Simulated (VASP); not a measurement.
# AgCl (Pm-3m) in VASP: further runs, part 2 of 2

VASP 6.6.1. The steps go on from the part before.

## 3. Single point, PBE (strained)

The input, INCAR:

```
SYSTEM = AgCl
PREC     = Accurate       ! precision mode
ENCUT    = 520            ! plane-wave cutoff, eV
EDIFF    = 1E-6           ! SCF threshold, eV
ISMEAR   = 0              ! smearing method
SIGMA    = 0.05           ! smearing width, eV
LREAL    = .False.        ! projectors in reciprocal space
LASPH    = .True.         ! aspherical terms in the spheres
NELM     = 60             ! most SCF steps
ALGO     = Normal         ! electronic algorithm
ISIF     = 2              ! what is computed and relaxed
LWAVE    = .False.        ! write WAVECAR
LCHARG   = .True.         ! write CHGCAR
GGA      = PE             ! functional
LELF     = .True.         ! ELF
LVHAR    = .True.       
NBANDS   = 16             ! bands
```

The input, KPOINTS:

```
Automatic mesh
0
Gamma
  10 10 10
  0 0 0
```

The input, POSCAR:

```
AgCl
1.0
    3.5337985951      0.0000000000      0.0000000000
    0.0000000000      3.5337985951      0.0000000000
    0.0000000000      0.0000000000      3.5337985951
Ag Cl
1 1
Direct
    0.0000000000      0.0000000000      0.0000000000
    0.5000000000      0.5000000000      0.5000000000
```

Potentials or basis: VASP PAW PBE potentials, release 64 (Ag, Cl).

Command:

```
$ cat potpaw_PBE.64/Ag/POTCAR potpaw_PBE.64/Cl/POTCAR > POTCAR
$ mpirun -np 1 vasp_std > vasp.out
```

OUTCAR:

```text
SYSTEM = AgCl
   PREC = Accurate
   ENCUT = 520
   EDIFF = 1E-6
   ISMEAR = 0
   LREAL = .False.
   LASPH = .True.
   NELM = 60
   ISIF = 2
   GGA = PE

 ion  position               nearest neighbor table
   1  0.000  0.000  0.000-   2 3.06   2 3.06   2 3.06   2 3.06   2 3.06   2 3.06   2 3.06   2 3.06

   2  0.500  0.500  0.500-   1 3.06   1 3.06   1 3.06   1 3.06   1 3.06   1 3.06   1 3.06   1 3.06

  LATTYP: Found a simple cubic cell.
 ALAT       =     3.5337985951

  Lattice vectors:

 A1 = (   3.5337985951,   0.0000000000,   0.0000000000)
[... 644 lines left out ...]

  FORCE on cell =-STRESS in cart. coord.  units (eV):
  Direction    XX          YY          ZZ          XY          YZ          ZX
  --------------------------------------------------------------------------------------
  -------------------------------------------------------------------------------------
  Total       -0.9378628     -0.9378628     -0.9378628     -0.0000000      0.0000000     -0.0000000
  in kB      -34.0505782    -34.0505782    -34.0505782     -0.0000000      0.0000000     -0.0000000
  external PRESSURE =     -34.0505782 kB  Pullay stress =       0.0000000 kB

 VOLUME and BASIS-vectors are now :
 -----------------------------------------------------------------------------
  energy-cutoff  :      520.00
  volume of cell :       44.13
      direct lattice vectors                 reciprocal lattice vectors
     3.533798595  0.000000000  0.000000000     0.282981606  0.000000000  0.000000000
     0.000000000  3.533798595  0.000000000     0.000000000  0.282981606  0.000000000
     0.000000000  0.000000000  3.533798595     0.000000000  0.000000000  0.282981606

 POSITION                                       TOTAL-FORCE (eV/Angst)
 -----------------------------------------------------------------------------------
      0.00000      0.00000      0.00000         0.000000      0.000000      0.000000
      1.76690      1.76690      1.76690         0.000000      0.000000      0.000000
 -----------------------------------------------------------------------------------
    total drift:                               -0.000000      0.000000      0.000000

  FREE ENERGIE OF THE ION-ELECTRON SYSTEM (eV)
  ---------------------------------------------------
  free  energy   TOTEN  =        -5.0789407975 eV

  energy  without entropy=       -5.0789407975  energy(sigma->0) =       -5.07894080
```

OSZICAR:

```text
N       E                     dE             d eps       ncg     rms          rms(c)
DAV:   1     0.997796127457E+02    0.99780E+02   -0.85310E+03  1840   0.100E+03
DAV:   2    -0.174218056329E+01   -0.10152E+03   -0.92823E+02  2240   0.220E+02
DAV:   3    -0.538599691542E+01   -0.36438E+01   -0.36335E+01  2160   0.439E+01
DAV:   4    -0.541081682319E+01   -0.24820E-01   -0.24818E-01  2320   0.394E+00
DAV:   5    -0.541113891314E+01   -0.32209E-03   -0.32209E-03  2200   0.441E-01    0.431E+00
DAV:   6    -0.509383382817E+01    0.31731E+00   -0.37216E-01  2240   0.839E+00    0.296E+00
DAV:   7    -0.508327049946E+01    0.10563E-01   -0.14315E-01  1968   0.257E+00    0.180E+00
DAV:   8    -0.507931248738E+01    0.39580E-02   -0.87493E-03  2072   0.915E-01    0.366E-01
DAV:   9    -0.507887183081E+01    0.44066E-03   -0.87532E-04  2312   0.460E-01    0.691E-02
DAV:  10    -0.507892718017E+01   -0.55349E-04   -0.20726E-04  2144   0.143E-01    0.555E-02
DAV:  11    -0.507894120543E+01   -0.14025E-04   -0.13428E-05  2024   0.299E-02    0.156E-02
DAV:  12    -0.507894079750E+01    0.40792E-06   -0.50375E-07  1600   0.586E-03
   1 F= -.50789408E+01 E0= -.50789408E+01  d E =-.375846E-17
```

stdout:

```text
POSCAR found type information on POSCAR AgCl
 POSCAR found :  2 types and       2 ions
 scaLAPACK will be used
 LDA part: xc-table for (Slater+PW92), standard interpolation
 POSCAR, INCAR and KPOINTS ok, starting setup
 FFT: planning ... GRIDC
 FFT: planning ... GRID_SOFT
 FFT: planning ... GRID
 WAVECAR not read
 entering main loop
```

It took 15 s on 1 thread of Intel Xeon 6975P-C (Granite Rapids), shared host; peak memory 0.17 GiB.

Results:

```yaml
Free_energy: -5.0789 eV
Pressure: -3.4 GPa
Band_gap_on_the_k_mesh: 0.57 eV (least direct gap 1.81 eV)
```

Caveat: the cell differs from its parent crystal (strained); the cell stands under tension. A k mesh can miss the band edges.

## 4. Single point, PBE (strained)

The input, INCAR:

```
  PREC = Accurate
  ENCUT = 520
  EDIFF = 1E-6
  ISMEAR = 0
  SIGMA = 0.05
  LREAL = F
  LASPH = T
  NELM = 60
  ALGO = Normal
  ISIF = 2
  LWAVE = F
  LCHARG = F
  GGA = PE
  NBANDS = 16
```

The input, KPOINTS:

```
Automatic mesh
0
Gamma
  10 10 10
```

The input, POSCAR:

```
AgCl
1.0
    3.5673485113      0.0000000000      0.0000000000
    0.0000000000      3.5673485113      0.0000000000
    0.0000000000      0.0000000000      3.5673485113
Ag Cl
1 1
Direct
    0.0000000000      0.0000000000      0.0000000000
    0.5000000000      0.5000000000      0.5000000000
```

Command:

```
$ cat potpaw_PBE.64/Ag/POTCAR potpaw_PBE.64/Cl/POTCAR > POTCAR
$ mpirun -np 1 vasp_std > vasp.out
```

Run time: 14 s. Hardware: 1 thread of Intel Xeon 6975P-C (Granite Rapids), shared host; peak memory 0.18 GiB.

Results (log left out):

| Property | Result |
| --- | --- |
| Free energy | -5.0495 eV |
| Pressure | -4.1 GPa |
| Band gap on the k mesh | 0.57 eV (least direct gap 1.73 eV) |

Levels at points of the mesh, in eV from the valence-band top:
| k point | band 6 | band 7 | band 8 | band 9 | band 10 | band 11 | band 12 | band 13 |
| --- | --- | --- | --- | --- | --- | --- | --- | --- |
| (0.00, 0.00, 0.00) | -1.59 | -1.16 | -1.16 | -1.16 | 0.57 | 9.55 | 9.55 | 12.83 |
| (0.50, 0.00, 0.00) | -1.56 | -1.29 | 0.00 | 0.00 | 4.88 | 5.00 | 9.77 | 9.99 |
| (0.50, 0.50, 0.00) | -1.81 | -1.81 | -1.37 | -0.65 | 2.86 | 8.49 | 8.49 | 10.48 |
| (0.50, 0.50, 0.50) | -1.35 | -0.19 | -0.19 | -0.19 | 5.12 | 5.12 | 5.12 | 6.20 |

Caveat: the cell differs from its parent crystal (strained); the cell stands under tension. A k mesh can miss the band edges.

## 5. Summary

```csv
cell,gap on the mesh (eV),pressure (GPa)
"a = 3.499 Å, 2 atoms",0.57,-2.5
"a = 3.534 Å, 2 atoms",0.57,-3.4
"a = 3.567 Å, 2 atoms",0.57,-4.1
```

Alike in all rows: task single point; level PBE; potentials or basis VASP PAW PBE potentials, release 64 (Ag, Cl); no spin polarisation; k mesh 10 × 10 × 10; cutoff (eV) 520; smearing gaussian 0.05 eV.

Caveats: the cell stands under tension (at least some runs).

Total energies depend on the potentials used, so only differences within one code and one set of settings carry meaning.
